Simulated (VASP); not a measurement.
# RuIO (P4/nmm) in VASP: single point with r2SCAN

Aim: the single point of RuIO with r2SCAN.

Program: VASP 6.6.1. These are calculated values, not measurements. Logs are shortened: lines on timing, memory, paths and dates and some standing lists are left out, and cuts for length are marked.

**1. The cell of the first run**

Symmetry: P4/nmm, No. 129, tetragonal system. Conventional cell: a = 3.660 Å, b = 3.660 Å, c = 8.343 Å, α = 90.00°, β = 90.00°, γ = 90.00°. Within 2.8 Å of Ru (site symmetry 4mm) lie 4 O at 2.14 Å. O (site symmetry -4m2) has 4 Ru at 2.14 Å and 4 O at 2.59 Å within 2.8 Å. I (site symmetry 4mm) has 5 Ru at 3.08 to 3.88 Å and 4 O at 3.33 Å and 8 I at 3.66 to 3.80 Å within 4.1 Å.

**2. Single point, r2SCAN**

POSCAR

```
RuIO
1.0
    3.6602886300      0.0000000000      0.0000000000
    0.0000000000      3.6602886300      0.0000000000
    0.0000000000      0.0000000000      8.3429028600
Ru O I
2 2 2
Direct
    0.0000000000      0.5000000000      0.1320000000
    0.5000000000      0.0000000000      0.8680000000
    0.0000000000      0.0000000000      0.0000000000
    0.5000000000      0.5000000000      0.0000000000
    0.0000000000      0.5000000000      0.6670000000
    0.5000000000      0.0000000000      0.3330000000
```

INCAR.step1

```
SYSTEM = RuIO
PREC     = Accurate       ! precision mode
ENCUT    = 520            ! plane-wave cutoff, eV
ISMEAR   = -5             ! smearing method
SIGMA    = 0.0669         ! smearing width, eV
LREAL    = .False.        ! projectors in reciprocal space
LASPH    = .True.         ! aspherical terms in the spheres
NELM     = 100            ! most SCF steps
LMAXMIX  = 4              ! l up to which the mixer works
NBANDS   = 36             ! bands
GGA      = PE             ! functional
ALGO     = Normal         ! electronic algorithm
EDIFF    = 1E-4           ! SCF threshold, eV
LWAVE    = .True.         ! write WAVECAR
LCHARG   = .False.        ! write CHGCAR
```

INCAR.step2

```
SYSTEM = RuIO
PREC     = Accurate       ! precision mode
ENCUT    = 520            ! plane-wave cutoff, eV
EDIFF    = 1E-6           ! SCF threshold, eV
ISMEAR   = -1             ! smearing method
SIGMA    = 0.0669         ! smearing width, eV
LREAL    = .False.        ! projectors in reciprocal space
LASPH    = .True.         ! aspherical terms in the spheres
NELM     = 100            ! most SCF steps
ALGO     = Normal         ! electronic algorithm
ISIF     = 2              ! what is computed and relaxed
LWAVE    = .False.        ! write WAVECAR
LCHARG   = .False.        ! write CHGCAR
LMAXMIX  = 4              ! l up to which the mixer works
METAGGA  = R2SCAN         ! meta-GGA
LMIXTAU  = .True.       
LORBIT   = 11             ! projections on sites
NBANDS   = 36             ! bands
ISTART   = 1
```

KPOINTS

```
Automatic mesh
0
Gamma
  9 9 4
  0 0 0
```

Potentials or basis: VASP PAW PBE potentials, release 64 (Ru_pv, O, I).

Command:

```bash
> cat potpaw_PBE.64/Ru_pv/POTCAR potpaw_PBE.64/O/POTCAR potpaw_PBE.64/I/POTCAR > POTCAR
> cp INCAR.step1 INCAR
> mpirun -np 1 vasp_std > vasp.out
> cp INCAR.step2 INCAR
> mpirun -np 1 vasp_std > vasp.out
```

OUTCAR:

```text
SYSTEM = RuIO
   PREC = Accurate
   ENCUT = 520
   EDIFF = 1E-6
   ISMEAR = -1
   LREAL = .False.
   LASPH = .True.
   NELM = 100
   ISIF = 2
   METAGGA = R2SCAN
   LORBIT = 11
   ISTART = 1

 ion  position               nearest neighbor table
   1  0.000  0.500  0.132-   3 2.14   4 2.14   3 2.14   4 2.14   6 3.08   6 3.08   6 3.08   6 3.08

   2  0.500  0.000  0.868-   3 2.14   4 2.14   4 2.14   3 2.14   5 3.08   5 3.08   5 3.08   5 3.08

   3  0.000  0.000  0.000-   1 2.14   2 2.14   1 2.14   2 2.14
   4  0.500  0.500  0.000-   1 2.14   2 2.14   2 2.14   1 2.14
   5  0.000  0.500  0.667-   2 3.08   2 3.08   2 3.08   2 3.08
   6  0.500  0.000  0.333-   1 3.08   1 3.08   1 3.08   1 3.08

  LATTYP: Found a simple tetragonal cell.
 ALAT       =     3.6602886300
 C/A-ratio  =     2.2793019085

  Lattice vectors:

 A1 = (   3.6602886300,   0.0000000000,   0.0000000000)
 A2 = (   0.0000000000,   3.6602886300,   0.0000000000)
 A3 = (   0.0000000000,   0.0000000000,   8.3429028600)

Analysis of symmetry for initial positions (statically):
=====================================================================
 Subroutine PRICEL returns:
 Original cell was already a primitive cell.

 Routine SETGRP: Setting up the symmetry group for a
 simple tetragonal supercell.

 Subroutine GETGRP returns: Found 16 space group operations
 (whereof  8 operations were pure point group operations)
 out of a pool of 16 trial point group operations.

The static configuration has the point symmetry D_2d.
 The point group associated with its full space group is D_4h.

Analysis of symmetry for dynamics (positions and initial velocities):
=====================================================================
 Subroutine PRICEL returns:
 Original cell was already a primitive cell.

 Routine SETGRP: Setting up the symmetry group for a
 simple tetragonal supercell.

 Subroutine GETGRP returns: Found 16 space group operations
 (whereof  8 operations were pure point group operations)
 out of a pool of 16 trial point group operations.

The dynamic configuration has the point symmetry D_2d.
 The point group associated with its full space group is D_4h.

 Subroutine INISYM returns: Found 16 space group operations
 (whereof  8 operations are pure point group operations),
 and found     1 'primitive' translations

----------------------------------------------------------------------------------------

                                     Primitive cell

  volume of cell :     111.7758

[... 110 lines left out ...]
   EFERMI =   0.00;   METHOD = LEGACY
   ISMEAR =    -1;   SIGMA  =   0.07  broadening in eV -4-tet -1-fermi 0-gaus
   EFERMI_NEDOS =   21; number of points for ismear=-14 and -15
   IALGO  =     38    algorithm
   IMIX   =      4    mixing-type and parameters
     AMIX     =   0.40;   BMIX     =  1.00
     AMIX_MAG =   1.60;   BMIX_MAG =  1.00
  volume/ion in A,a.u.               =      18.63       125.72
  Fermi-wavevector in a.u.,A,eV,Ry     =   1.284567  2.427480 22.451146  1.650113
  Thomas-Fermi vector in A             =   2.416753
   LORBIT       =     11    0 simple, 1 ext, 2 COOP (PROOUT), +10 PAW based schemes
   METAGGA = R2SCAN    functional components
   LHFCALC =     F    Hartree Fock is set to
   AEXX    =    0.0000 exact exchange contribution
   IVDW    =     0    specifies the selected vdW correction
   LEPSILON=     F    determine dielectric tensor
   LRPA    =     F    only Hartree local field effects (RPA)
 non-spin polarized calculation
  energy-cutoff  :      520.00
  volume of cell :      111.78
 maximum number of plane-waves:      3032
 NGX is ok and might be reduce to    28

 number of electron      53.9999982 magnetization

 Free energy of the ion-electron system (eV)
  ---------------------------------------------------
  ext. energy  EPLUGINS =         0.00000000
  ---------------------------------------------------
  free energy    TOTEN  =      -111.45074453 eV

  energy without entropy =     -111.32254683  energy(sigma->0) =     -111.38664568

 E-fermi :   7.1871     XC(G=0): -11.3329

 val. band max:        7.1835924026   @ k =   0.3333   0.3333   0.0000
 cond. band min:       7.1871747760   @ k =   0.3333   0.3333   0.5000
 fundamental gap:      0.0035823734
 Fermi energy:         7.1870728176

 k-point     1 :       0.0000    0.0000    0.0000
  band No.  band energies     occupation
      1     -37.1788      2.00000
      2     -37.1788      2.00000
      3     -37.1528      2.00000
      4     -37.1528      2.00000
      5     -37.1161      2.00000
      6     -37.0618      2.00000
[... 925 lines left out ...]
     35      14.4991      0.00000
     36      14.7528      0.00000

 [... further k-points ...]

------------------------ aborting loop because EDIFF is reached ----------------------------------------

  FORCE on cell =-STRESS in cart. coord.  units (eV):
  Direction    XX          YY          ZZ          XY          YZ          ZX
  --------------------------------------------------------------------------------------
  -------------------------------------------------------------------------------------
  Total       -4.1847079     -4.1847079      0.5522409      0.0000000      0.0000000      0.0000000
  in kB      -59.9829576    -59.9829576      7.9157364      0.0000000      0.0000000      0.0000000
  external PRESSURE =     -37.3500596 kB  Pullay stress =       0.0000000 kB

 VOLUME and BASIS-vectors are now :
 -----------------------------------------------------------------------------
  energy-cutoff  :      520.00
  volume of cell :      111.78
      direct lattice vectors                 reciprocal lattice vectors
     3.660288630  0.000000000  0.000000000     0.273202499  0.000000000  0.000000000
     0.000000000  3.660288630  0.000000000     0.000000000  0.273202499  0.000000000
     0.000000000  0.000000000  8.342902860     0.000000000  0.000000000  0.119862357

 POSITION                                       TOTAL-FORCE (eV/Angst)
 -----------------------------------------------------------------------------------
      0.00000      1.83014      1.10126        -0.000000      0.000000      0.247708
      1.83014      0.00000      7.24164         0.000000     -0.000000     -0.247708
      0.00000      0.00000      0.00000         0.000000     -0.000000      0.000000
      1.83014      1.83014      0.00000         0.000000     -0.000000      0.000000
      0.00000      1.83014      5.56472         0.000000     -0.000000      0.614096
      1.83014      0.00000      2.77819         0.000000     -0.000000     -0.614096
 -----------------------------------------------------------------------------------
    total drift:                                0.000000      0.000000     -0.000000

  FREE ENERGIE OF THE ION-ELECTRON SYSTEM (eV)
  ---------------------------------------------------
  free  energy   TOTEN  =      -111.4507445301 eV

  energy  without entropy=     -111.3225468252  energy(sigma->0) =     -111.38664568

 total charge

# of ion       s       p       d       tot
------------------------------------------
    1        0.230   6.149   5.873  12.252
    2        0.230   6.149   5.873  12.252
    3        1.605   3.325   0.000   4.930
    4        1.605   3.325   0.000   4.930
    5        1.535   2.735   0.037   4.307
    6        1.535   2.735   0.037   4.307
--------------------------------------------------
tot          6.741  24.420  11.819  42.979
```

OSZICAR.step1:

```text
N       E                     dE             d eps       ncg     rms          rms(c)
DAV:   1     0.466574191051E+03    0.46657E+03   -0.29166E+04  3488   0.143E+03
DAV:   2    -0.445413843932E+01   -0.47103E+03   -0.45389E+03  3788   0.372E+02
DAV:   3    -0.338190895959E+02   -0.29365E+02   -0.28676E+02  3700   0.870E+01
DAV:   4    -0.343844774023E+02   -0.56539E+00   -0.56264E+00  3596   0.120E+01
DAV:   5    -0.343989982467E+02   -0.14521E-01   -0.14473E-01  4052   0.180E+00    0.244E+01
DAV:   6    -0.323603233769E+02    0.20387E+01   -0.23836E+01  3524   0.329E+01    0.152E+01
DAV:   7    -0.307711090102E+02    0.15892E+01   -0.90928E+00  3624   0.246E+01    0.106E+01
DAV:   8    -0.306000774162E+02    0.17103E+00   -0.20593E+00  3448   0.966E+00    0.286E+00
DAV:   9    -0.305069268833E+02    0.93151E-01   -0.42339E-01  3920   0.347E+00    0.126E+00
DAV:  10    -0.305005918499E+02    0.63350E-02   -0.49666E-02  3424   0.122E+00    0.443E-01
DAV:  11    -0.304997624947E+02    0.82936E-03   -0.17832E-03  3776   0.210E-01    0.362E-01
DAV:  12    -0.304979898171E+02    0.17727E-02   -0.31346E-03  3416   0.342E-01    0.129E-01
DAV:  13    -0.304978999970E+02    0.89820E-04   -0.78376E-04  3252   0.150E-01
   1 F= -.30497900E+02 E0= -.30497900E+02  d E =0.000000E+00
```

Run time: 9.2 min. Hardware: 1 thread of AMD EPYC 7R43 (Zen 3), shared host; peak memory 0.3 GiB.

Results:

```yaml
Free_energy: -111.4507 eV
Pressure: -3.7 GPa
Largest_force: 0.614 eV/Å
Band_gap_on_the_k_mesh: zero (band 27 reaches 7.30 eV, above the bottom of band 28 at 7.01 eV)
Valence_electrons_inside_the_program's_atomic_spheres: Ru 12.25; O 4.93; I 4.31
```

Forces on the atoms (eV/Å):
```
Ru   0.000  0.000  0.248
Ru   0.000  0.000 -0.248
O    0.000  0.000  0.000
O    0.000  0.000  0.000
I    0.000  0.000  0.614
I    0.000  0.000 -0.614
```

Stress tensor (GPa, compression positive):
```
-6.00  0.00  0.00
 0.00 -6.00  0.00
 0.00  0.00  0.79
```

Levels at points of the mesh, in eV from the Fermi level:
| k point | band 23 | band 24 | band 25 | band 26 | band 27 | band 28 | band 29 | band 30 | band 31 | band 32 |
| --- | --- | --- | --- | --- | --- | --- | --- | --- | --- | --- |
| (0.00, 0.00, 0.00) | -1.52 | -1.40 | -1.23 | -0.74 | -0.64 | 1.26 | 1.26 | 1.63 | 1.63 | 1.99 |
| (0.00, 0.00, 0.50) | -1.80 | -1.41 | -1.23 | -0.73 | -0.63 | 1.07 | 1.07 | 1.93 | 1.93 | 1.97 |

Caveat: the PAW data sets were made with another functional, which shifts forces and pressure a little; spin-orbit coupling is left out, which moves the levels of the heavy elements.
